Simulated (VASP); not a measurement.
# LiH (Fm-3m) in VASP: a series of runs

LiH is run at these levels: r2SCAN; tasks: single point.

Program: VASP 6.6.1. These are calculated values, not measurements. Logs are shortened: lines on timing, memory, paths and dates and some standing lists are left out, and cuts for length are marked.

## (1) The cell of the first run

Symmetry: Fm-3m, No. 225, cubic system. Conventional cell: a = 3.923 Å, b = 3.923 Å, c = 3.923 Å, α = 90.00°, β = 90.00°, γ = 90.00°. Within 2.6 Å of Li (site symmetry m-3m) lie 6 H at 1.96 Å. Within 2.6 Å of H (site symmetry m-3m) lie 6 Li at 1.96 Å.

## (2) Single point, r2SCAN (volume scaled by 0.94)

File POSCAR:

```
LiH
1.0
    0.0000000000      1.9614580727      1.9614580727
    1.9614580727      0.0000000000      1.9614580727
    1.9614580727      1.9614580727      0.0000000000
Li H
1 1
Direct
    0.0000000000      0.0000000000      0.0000000000
    0.5000000000      0.5000000000      0.5000000000
```

File INCAR.step1:

```
  PREC = Accurate
  ENCUT = 520
  ISMEAR = 0
  SIGMA = 0.02
  LREAL = False
  LASPH = True
  NELM = 80
  NBANDS = 9
  GGA = PE
  ALGO = Normal
  EDIFF = 1E-4
  LWAVE = True
  LCHARG = False
```

File INCAR.step2:

```
  PREC = Accurate
  ENCUT = 520
  EDIFF = 1E-6
  ISMEAR = 0
  SIGMA = 0.02
  LREAL = False
  LASPH = True
  NELM = 80
  ALGO = Normal
  ISIF = 2
  LWAVE = False
  LCHARG = False
  METAGGA = R2SCAN
  LMIXTAU = True
  NBANDS = 9
  ISTART = 1
```

File KPOINTS:

```
regular mesh
0
Gamma
  10 10 10
```

Potentials or basis: VASP PAW PBE potentials, release 64 (Li_sv, H).

The run is started by

```bash
$ cat potpaw_PBE.64/Li_sv/POTCAR potpaw_PBE.64/H/POTCAR > POTCAR
$ cp INCAR.step1 INCAR
$ mpirun -np 1 vasp_std > vasp.out
$ cp INCAR.step2 INCAR
$ mpirun -np 1 vasp_std > vasp.out
```

OUTCAR:

```text
PREC = Accurate
   ENCUT = 520
   EDIFF = 1E-6
   ISMEAR = 0
   LREAL = False
   LASPH = True
   NELM = 80
   ISIF = 2
   METAGGA = R2SCAN
   ISTART = 1

 ion  position               nearest neighbor table
   1  0.000  0.000  0.000-
   2  0.500  0.500  0.500-

  LATTYP: Found a face centered cubic cell.
 ALAT       =     3.9229161454

  Lattice vectors:

 A1 = (   0.0000000000,   1.9614580727,   1.9614580727)
 A2 = (   1.9614580727,   0.0000000000,   1.9614580727)
 A3 = (   1.9614580727,   1.9614580727,   0.0000000000)

Analysis of symmetry for initial positions (statically):
=====================================================================
 Subroutine PRICEL returns:
 Original cell was already a primitive cell.

 Routine SETGRP: Setting up the symmetry group for a
 face centered cubic supercell.

 Subroutine GETGRP returns: Found 48 space group operations
 (whereof 48 operations were pure point group operations)
 out of a pool of 48 trial point group operations.

The static configuration has the point symmetry O_h .

Analysis of symmetry for dynamics (positions and initial velocities):
=====================================================================
 Subroutine PRICEL returns:
 Original cell was already a primitive cell.

 Routine SETGRP: Setting up the symmetry group for a
 face centered cubic supercell.

 Subroutine GETGRP returns: Found 48 space group operations
 (whereof 48 operations were pure point group operations)
 out of a pool of 48 trial point group operations.

The dynamic configuration has the point symmetry O_h .

 Subroutine INISYM returns: Found 48 space group operations
 (whereof 48 operations are pure point group operations),
 and found     1 'primitive' translations

----------------------------------------------------------------------------------------

                                     Primitive cell

  volume of cell :      15.0927

  direct lattice vectors                    reciprocal lattice vectors
     0.000000000  1.961458073  1.961458073    -0.254912408  0.254912408  0.254912408
     1.961458073  0.000000000  1.961458073     0.254912408 -0.254912408  0.254912408
     1.961458073  1.961458073  0.000000000     0.254912408  0.254912408 -0.254912408

  length of vectors
     2.773920608  2.773920608  2.773920608     0.441521242  0.441521242  0.441521242

  position of ions in fractional coordinates (direct lattice)
     0.000000000  0.000000000  0.000000000
[... 77 lines left out ...]
   NELM   =     80;   NELMIN=  2; NELMDL=  0     # of ELM steps
   EDIFF  = 0.1E-05   stopping-criterion for ELM
   LREAL  =      F    real-space projection
   EDIFFG = 0.1E-04   stopping-criterion for IOM
   NSW    =      0    number of steps for IOM
   IBRION =     -1    ionic relax: 0-MD 1-quasi-New 2-CG
   NFREE  =      0    steps in history (QN), initial steepest desc. (CG)
   ISIF   =      2    stress and relaxation
   ISYM   =      2    0-nonsym 1-usesym 2-fastsym
   POTIM  = 0.5000    time-step for ionic-motion
   TEBEG  =    0.0;   TEEND  =   0.0 temperature during run
   PSTRESS=    0.0 pullay stress
   NELECT =       4.0000    total number of electrons
   NUPDOWN=      -1.0000    fix difference up-down
   EMIN   =  10.00;   EMAX   =-10.00  energy-range for DOS
   EFERMI =   0.00;   METHOD = LEGACY
   ISMEAR =     0;   SIGMA  =   0.02  broadening in eV -4-tet -1-fermi 0-gaus
   EFERMI_NEDOS =   21; number of points for ismear=-14 and -15
   IALGO  =     38    algorithm
   IMIX   =      4    mixing-type and parameters
     AMIX     =   0.40;   BMIX     =  1.00
     AMIX_MAG =   1.60;   BMIX_MAG =  1.00
  volume/ion in A,a.u.               =       7.55        50.93
  Fermi-wavevector in a.u.,A,eV,Ry     =   1.051572  1.987183 15.045381  1.105804
  Thomas-Fermi vector in A             =   2.186621
   LORBIT       =      0    0 simple, 1 ext, 2 COOP (PROOUT), +10 PAW based schemes
   METAGGA = R2SCAN    functional components
   LHFCALC =     F    Hartree Fock is set to
   AEXX    =    0.0000 exact exchange contribution
   IVDW    =     0    specifies the selected vdW correction
   LEPSILON=     F    determine dielectric tensor
   LRPA    =     F    only Hartree local field effects (RPA)
 non-spin polarized calculation
 Gauss-broadening in eV      SIGMA  =   0.02
  energy-cutoff  :      520.00
  volume of cell :       15.09
 maximum number of plane-waves:       415
 NGX is ok and might be reduce to    24
   NGX = 11   NGY = 11   NGZ = 11

 number of electron       4.0000001 magnetization

 Free energy of the ion-electron system (eV)
  ---------------------------------------------------
  ext. energy  EPLUGINS =         0.00000000
  ---------------------------------------------------
  free energy    TOTEN  =        -6.81060732 eV

  energy without entropy =       -6.81060732  energy(sigma->0) =       -6.81060732

 E-fermi :   0.2754     XC(G=0):  -9.0547

 val. band max:        0.1174877506   @ k =   0.5000   0.5000   0.0000
 cond. band min:       3.6568770971   @ k =   0.5000   0.5000   0.0000
 fundamental gap:      3.5393893465
 Fermi energy:         0.2753621265

 k-point     1 :       0.0000    0.0000    0.0000
  band No.  band energies     occupation
      1     -45.5452      2.00000
      2      -5.5850      2.00000
      3      18.6373      0.00000
      4      20.2229      0.00000
      5      20.2229      0.00000
      6      20.2235      0.00000
      7      24.7637      0.00000
      8      24.7637      0.00000
      9      24.7638      0.00000
[... 265 lines left out ...]
 k-point    24 :       0.4000    0.3000    0.0000
  band No.  band energies     occupation
      1     -45.4851      2.00000
      2      -2.3026      2.00000
      3       7.6635      0.00000
      4      11.8455      0.00000
      5      13.2877      0.00000
      6      18.1678      0.00000
      7      20.3295      0.00000
      8      32.6409      0.00000
      9      33.2505      0.00000

 [... further k-points ...]
[... 5 lines left out ...]
  --------------------------------------------------------------------------------------
  -------------------------------------------------------------------------------------
  Total        0.2130292      0.2130292      0.2130292     -0.0000000     -0.0000000      0.0000000
  in kB       22.6142749     22.6142749     22.6142749     -0.0000000     -0.0000000      0.0000000
  external PRESSURE =      22.6142749 kB  Pullay stress =       0.0000000 kB

 VOLUME and BASIS-vectors are now :
 -----------------------------------------------------------------------------
  energy-cutoff  :      520.00
  volume of cell :       15.09
      direct lattice vectors                 reciprocal lattice vectors
     0.000000000  1.961458073  1.961458073    -0.254912408  0.254912408  0.254912408
     1.961458073  0.000000000  1.961458073     0.254912408 -0.254912408  0.254912408
     1.961458073  1.961458073  0.000000000     0.254912408  0.254912408 -0.254912408

 POSITION                                       TOTAL-FORCE (eV/Angst)
 -----------------------------------------------------------------------------------
      0.00000      0.00000      0.00000        -0.000000     -0.000000      0.000000
      1.96146      1.96146      1.96146         0.000000      0.000000     -0.000000
 -----------------------------------------------------------------------------------
    total drift:                                0.000000     -0.000000     -0.000000

  FREE ENERGIE OF THE ION-ELECTRON SYSTEM (eV)
  ---------------------------------------------------
  free  energy   TOTEN  =        -6.8106073173 eV

  energy  without entropy=       -6.8106073173  energy(sigma->0) =       -6.81060732
```

OUTCAR.step1:

```text
PREC = Accurate
   ENCUT = 520
   ISMEAR = 0
   LREAL = False
   LASPH = True
[... 510 lines left out ...]
      0.00000      0.00000      0.00000        -0.000000      0.000000      0.000000
      1.96146      1.96146      1.96146         0.000000     -0.000000      0.000000
 -----------------------------------------------------------------------------------
    total drift:                                0.000000     -0.000000     -0.000000

  FREE ENERGIE OF THE ION-ELECTRON SYSTEM (eV)
  ---------------------------------------------------
  free  energy   TOTEN  =        -6.1194878034 eV

  energy  without entropy=       -6.1194878034  energy(sigma->0) =       -6.11948780
```

Wall time 14 s (1 thread of Intel Xeon 6975P-C (Granite Rapids), shared host); peak memory 0.13 GiB.

Results:

| Item | Value |
| --- | --- |
| Free energy | -6.8106 eV |
| Band gap on the k mesh | 3.54 eV, direct |

Caveat: the cutoff is under 1.25 times the usual one of these potentials, so pressure, stress and relaxed cells hold a basis-set (Pulay) error; the PAW data sets were made with another functional, which shifts forces and pressure a little.

[end of part 1 of 2]
